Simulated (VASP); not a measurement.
Runs of VASP 6.6.1 on MgTe. Symmetry: P6_3mc, No. 186, hexagonal system. Conventional cell: a = 4.578 Å, b = 4.578 Å, c = 7.455 Å, α = 90.00°, β = 90.00°, γ = 120.00°. Within 3.7 Å of Mg (site symmetry 3m) lie 4 Te at 2.80 Å. Within 3.7 Å of Te (site symmetry 3m) lie 4 Mg at 2.80 Å. 

```csv
task,level,k mesh,cutoff (eV),grid for exact exchange (PRECFOCK),share of exact exchange,screening parameter,gap on the mesh (eV),pressure (GPa)
dielectric tensor,r2SCAN,6 × 6 × 4,580,-,-,-,(b),-
single point,r2SCAN0,6 × 6 × 2,580,Normal,0.25,-,4.27,(a)
single point,PBE0,6 × 6 × 2,520,Normal,0.25,-,3.86,-0.3
single point,HSE06,6 × 6 × 2,520,Normal,0.25,0.2079 1/Å,3.21,-0.2
```

Alike in all rows: potentials or basis VASP PAW PBE potentials, release 64 (Mg, Te); no spin polarisation; cell as given; smearing gaussian 0.01 eV.

Question: Fill in the values left out.

Answer: (a) -0.7; (b) 3.14.

Caveats: some runs use coarse meshes; the PAW data sets were made with another functional, which shifts forces and pressure a little; spin-orbit coupling is left out, which moves the levels of the heavy elements.

A k mesh can miss the band edges, and the runs leave out spin-orbit coupling on Te.
